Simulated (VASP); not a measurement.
# GaP (I-4m2) in VASP: a series of runs, part 2 of 2

VASP 6.6.1. The steps go on from the part before.

## 3. Single point, PBE (mode 4 frozen in at +0.000 Å, strain +e along z and -e/2 along x and y +0.0467)

The input, INCAR:

```
ALGO = Normal
EDIFF = 1E-6
ENCUT = 520
GGA = PE
ISIF = 2
ISMEAR = 0
LASPH = True
LCHARG = False
LREAL = False
LWAVE = False
NBANDS = 16
NELM = 60
PREC = Accurate
SIGMA = 0.05
```

The input, KPOINTS:

```
k-points
0
Gamma
  8 8 8
```

The input, POSCAR:

```
GaP
1.0
    0.0000000000      2.8813473215      2.6885142462
    2.6885142462      0.0000000000      2.6885142462
    2.6885142462      2.8813473215      0.0000000000
Ga P
1 1
Direct
    0.0000000000      0.0000000000      0.0000000000
    0.7500000000      0.7500000000      0.7500000000
```

Potentials or basis: VASP PAW PBE potentials, release 64 (Ga_d, P).

Run with:

```bash
$ cat potpaw_PBE.64/Ga_d/POTCAR potpaw_PBE.64/P/POTCAR > POTCAR
$ mpirun -np 1 vasp_std > vasp.out
```

OUTCAR:

```text
EDIFF = 1E-6
   ENCUT = 520
   GGA = PE
   ISIF = 2
   ISMEAR = 0
   LASPH = True
   LREAL = False
   NELM = 60
   PREC = Accurate

 ion  position               nearest neighbor table
   1  0.000  0.000  0.000-   2 2.39   2 2.39   2 2.39   2 2.39
   2  0.750  0.750  0.750-   1 2.39   1 2.39   1 2.39   1 2.39

  LATTYP: Found a body centered tetragonal cell.
 ALAT       =     3.8021333096
 C/A-ratio  =     1.5156477098

  Lattice vectors:

 A1 = (   0.0000000000,  -2.8813473215,   2.6885142462)
 A2 = (   0.0000000000,  -2.8813473215,  -2.6885142462)
 A3 = (   2.6885142462,   2.8813473215,   0.0000000000)

Analysis of symmetry for initial positions (statically):
=====================================================================
 Subroutine PRICEL returns:
 Original cell was already a primitive cell.

 Routine SETGRP: Setting up the symmetry group for a
 body centered tetragonal supercell.

 Subroutine GETGRP returns: Found  8 space group operations
 (whereof  8 operations were pure point group operations)
 out of a pool of 16 trial point group operations.

The static configuration has the point symmetry D_2d.

Analysis of symmetry for dynamics (positions and initial velocities):
=====================================================================
 Subroutine PRICEL returns:
 Original cell was already a primitive cell.

 Routine SETGRP: Setting up the symmetry group for a
 body centered tetragonal supercell.

 Subroutine GETGRP returns: Found  8 space group operations
 (whereof  8 operations were pure point group operations)
 out of a pool of 16 trial point group operations.

The dynamic configuration has the point symmetry D_2d.

 Subroutine INISYM returns: Found  8 space group operations
 (whereof  8 operations are pure point group operations),
 and found     1 'primitive' translations

----------------------------------------------------------------------------------------

                                     Primitive cell

  volume of cell :      41.6534

  direct lattice vectors                    reciprocal lattice vectors
     0.000000000  2.881347321  2.688514246    -0.185976325  0.173529930  0.185976325
     2.688514246  0.000000000  2.688514246     0.185976325 -0.173529930  0.185976325
     2.688514246  2.881347321  0.000000000     0.185976325  0.173529930 -0.185976325

  length of vectors
     3.940846513  3.802133310  3.940846513     0.315098435  0.315098435  0.315098435

  position of ions in fractional coordinates (direct lattice)
     0.000000000  0.000000000  0.000000000
     0.750000000  0.750000000  0.750000000

  ion indices of the primitive-cell ions
   primitive index   ion index
                 1           1
                 2           2

----------------------------------------------------------------------------------------

 KPOINTS: k-points

Automatic generation of k-mesh.
 Grid dimensions read from file:
 generate k-points for:    8    8    8

 Generating k-lattice:

  Cartesian coordinates                     Fractional coordinates (reciprocal lattice)
    -0.023247041  0.021691241  0.023247041     0.125000000  0.000000000  0.000000000
     0.023247041 -0.021691241  0.023247041    -0.000000000  0.125000000 -0.000000000
     0.023247041  0.021691241 -0.023247041     0.000000000  0.000000000  0.125000000

  Length of vectors
     0.039387304  0.039387304  0.039387304

  Shift w.r.t. Gamma in fractional coordinates (k-lattice)
     0.000000000  0.000000000  0.000000000

 Subroutine IBZKPT returns following result:
 ===========================================

 Found     59 irreducible k-points:

 Following reciprocal coordinates:
            Coordinates               Weight
  0.000000  0.000000  0.000000      1.000000
  0.125000  0.000000  0.000000      8.000000
  0.250000  0.000000  0.000000      8.000000
  0.375000  0.000000 -0.000000      8.000000
  0.500000  0.000000  0.000000      4.000000
  0.125000  0.125000  0.000000      4.000000
[... 16 lines left out ...]
  0.250000  0.000000  0.125000      8.000000
  0.375000  0.000000  0.125000      8.000000
 [... further k-points ...]
   k-points           NKPTS =     59   k-points in BZ     NKDIM =     59   number of bands    NBANDS=     16
   number of dos      NEDOS =    301   number of ions     NIONS =      2
   total plane-waves  NPLWV =  25200
   dimension x,y,z NGX =    30 NGY =   28 NGZ =   30
   dimension x,y,z NGXF=    60 NGYF=   56 NGZF=   60
   ions per type =               1   1
   NGX,Y,Z   is equivalent  to a cutoff of  12.66, 12.24, 12.66 a.u.
   NGXF,Y,Z  is equivalent  to a cutoff of  25.31, 24.49, 25.31 a.u.
 SYSTEM =  unknown system
   PREC   = accura    normal or accurate (medium, high low for compatibility)
   ISTART =      0    job   : 0-new  1-cont  2-samecut
   ICHARG =      2    charge: 1-file 2-atom 10-const
   ISPIN  =      1    spin polarized calculation?
   LNONCOLLINEAR =      F non collinear calculations
   LSORBIT =      F    spin-orbit coupling
   LASPH  =      T    aspherical Exc in radial PAW
   ENCUT  =  520.0 eV  38.22 Ry    6.18 a.u.   7.33  7.07  7.33*2*pi/ulx,y,z
   NELM   =     60;   NELMIN=  2; NELMDL= -5     # of ELM steps
   EDIFF  = 0.1E-05   stopping-criterion for ELM
   LREAL  =      F    real-space projection
   EDIFFG = 0.1E-04   stopping-criterion for IOM
   NSW    =      0    number of steps for IOM
   IBRION =     -1    ionic relax: 0-MD 1-quasi-New 2-CG
   NFREE  =      0    steps in history (QN), initial steepest desc. (CG)
   ISIF   =      2    stress and relaxation
   ISYM   =      2    0-nonsym 1-usesym 2-fastsym
   POTIM  = 0.5000    time-step for ionic-motion
   TEBEG  =    0.0;   TEEND  =   0.0 temperature during run
   PSTRESS=    0.0 pullay stress
   NELECT =      18.0000    total number of electrons
   NUPDOWN=      -1.0000    fix difference up-down
   EMIN   =  10.00;   EMAX   =-10.00  energy-range for DOS
   EFERMI =   0.00;   METHOD = LEGACY
   ISMEAR =     0;   SIGMA  =   0.05  broadening in eV -4-tet -1-fermi 0-gaus
   EFERMI_NEDOS =   21; number of points for ismear=-14 and -15
   IALGO  =     38    algorithm
   IMIX   =      4    mixing-type and parameters
     AMIX     =   0.40;   BMIX     =  1.00
     AMIX_MAG =   1.60;   BMIX_MAG =  1.00
  volume/ion in A,a.u.               =      20.83       140.55
  Fermi-wavevector in a.u.,A,eV,Ry     =   1.237701  2.338915 20.842799  1.531903
  Thomas-Fermi vector in A             =   2.372257
   LORBIT       =      0    0 simple, 1 ext, 2 COOP (PROOUT), +10 PAW based schemes
   GGA     = PE    functional components
   LHFCALC =     F    Hartree Fock is set to
   AEXX    =    0.0000 exact exchange contribution
   IVDW    =     0    specifies the selected vdW correction
   LEPSILON=     F    determine dielectric tensor
   LRPA    =     F    only Hartree local field effects (RPA)
 non-spin polarized calculation
 Gauss-broadening in eV      SIGMA  =   0.05
  energy-cutoff  :      520.00
  volume of cell :       41.65
 maximum number of plane-waves:      1132
 NGX is ok and might be reduce to    30
   NGX = 15   NGY = 15   NGZ = 15

 number of electron      18.0000007 magnetization

 Free energy of the ion-electron system (eV)
  ---------------------------------------------------
  ext. energy  EPLUGINS =         0.00000000
  ---------------------------------------------------
  free energy    TOTEN  =        -9.09271718 eV

  energy without entropy =       -9.09271718  energy(sigma->0) =       -9.09271718

 E-fermi :   4.7391     XC(G=0):  -9.7089

 val. band max:        4.5075474758   @ k =   0.0000   0.0000   0.0000
 cond. band min:       5.8517864565   @ k =   0.5000   0.0000   0.0000
 fundamental gap:      1.3442389807
 Fermi energy:         4.7391284588

 k-point     1 :       0.0000    0.0000    0.0000
  band No.  band energies     occupation
      1     -10.1585      2.00000
      2     -10.1365      2.00000
      3     -10.1365      2.00000
      4     -10.0600      2.00000
      5     -10.0494      2.00000
      6      -7.9046      2.00000
[... 8 lines left out ...]
     15      13.5222      0.00000
     16      14.7470      0.00000
[... 419 lines left out ...]
 k-point    24 :       0.3750    0.0000    0.1250
  band No.  band energies     occupation
      1     -10.2085      2.00000
      2     -10.1241      2.00000
      3     -10.1124      2.00000
      4     -10.0555      2.00000
      5     -10.0483      2.00000
      6      -6.5456      2.00000
[... 8 lines left out ...]
     15      15.1168      0.00000
     16      15.1240      0.00000

 [... further k-points ...]

------------------------ aborting loop because EDIFF is reached ----------------------------------------

  FORCE on cell =-STRESS in cart. coord.  units (eV):
  Direction    XX          YY          ZZ          XY          YZ          ZX
  --------------------------------------------------------------------------------------
  -------------------------------------------------------------------------------------
  Total        0.4924070     -0.9845905      0.4924070      0.0000000     -0.0000000      0.0000000
  in kB       18.9401971    -37.8717969     18.9401971      0.0000000     -0.0000000      0.0000000
  external PRESSURE =       0.0028658 kB  Pullay stress =       0.0000000 kB

 VOLUME and BASIS-vectors are now :
 -----------------------------------------------------------------------------
  energy-cutoff  :      520.00
  volume of cell :       41.65
      direct lattice vectors                 reciprocal lattice vectors
     0.000000000  2.881347321  2.688514246    -0.185976325  0.173529930  0.185976325
     2.688514246  0.000000000  2.688514246     0.185976325 -0.173529930  0.185976325
     2.688514246  2.881347321  0.000000000     0.185976325  0.173529930 -0.185976325

 POSITION                                       TOTAL-FORCE (eV/Angst)
 -----------------------------------------------------------------------------------
      0.00000      0.00000      0.00000        -0.000000     -0.000000     -0.000000
      4.03277      4.32202      4.03277         0.000000      0.000000      0.000000
 -----------------------------------------------------------------------------------
    total drift:                               -0.000006     -0.000001     -0.000006

  FREE ENERGIE OF THE ION-ELECTRON SYSTEM (eV)
  ---------------------------------------------------
  free  energy   TOTEN  =        -9.0927171803 eV

  energy  without entropy=       -9.0927171803  energy(sigma->0) =       -9.09271718
```

OSZICAR:

```text
N       E                     dE             d eps       ncg     rms          rms(c)
DAV:   1     0.829868069470E+02    0.82987E+02   -0.90435E+03  1936   0.161E+03
DAV:   2    -0.275256702831E+01   -0.85739E+02   -0.81518E+02  2112   0.318E+02
DAV:   3    -0.924948193972E+01   -0.64969E+01   -0.64749E+01  2392   0.667E+01
DAV:   4    -0.935451424411E+01   -0.10503E+00   -0.10500E+00  2224   0.922E+00
DAV:   5    -0.935655810512E+01   -0.20439E-02   -0.20436E-02  2504   0.112E+00    0.411E+00
DAV:   6    -0.911694517705E+01    0.23961E+00   -0.38272E-01  2896   0.102E+01    0.270E+00
DAV:   7    -0.909193433652E+01    0.25011E-01   -0.90580E-02  2552   0.199E+00    0.109E+00
DAV:   8    -0.909217346469E+01   -0.23913E-03   -0.12789E-02  2240   0.134E+00    0.176E-01
DAV:   9    -0.909257081863E+01   -0.39735E-03   -0.12651E-03  2408   0.494E-01    0.803E-02
DAV:  10    -0.909264594188E+01   -0.75123E-04   -0.11021E-04  2888   0.109E-01    0.398E-02
DAV:  11    -0.909271754473E+01   -0.71603E-04   -0.98555E-05  2272   0.814E-02    0.497E-03
DAV:  12    -0.909271718030E+01    0.36443E-06   -0.27947E-06  2264   0.209E-02
   1 F= -.90927172E+01 E0= -.90927172E+01  d E =-.531751E-13
```

Run time: 32 s. Hardware: 1 thread of Intel Xeon 6975P-C, shared host; peak memory 0.19 GiB.

Results:

```
Free energy            : -9.0927 eV
Pressure               : 0.0 GPa
Band gap on the k mesh : 1.34 eV, indirect (least direct gap 1.41 eV)
```

Levels at points of the mesh, in eV from the valence-band top:
```tsv
k point	band 6	band 7	band 8	band 9	band 10	band 11	band 12	band 13
(0.00, 0.00, 0.00)	-12.41	-0.42	0.00	0.00	1.41	3.73	3.73	3.89
(0.50, 0.00, 0.00)	-10.44	-6.60	-1.50	-0.92	1.34	4.46	4.85	8.13
(0.50, 0.50, 0.00)	-9.48	-6.60	-2.88	-2.84	1.43	1.50	9.94	9.96
(0.50, 0.00, 0.50)	-9.78	-7.04	-2.40	-2.40	1.90	2.15	10.24	10.24
```

Caveat: the cell differs from its parent crystal (mode 4 frozen in at +0.000 Å, strain +e along z and -e/2 along x and y +0.0467). A k mesh can miss the band edges.
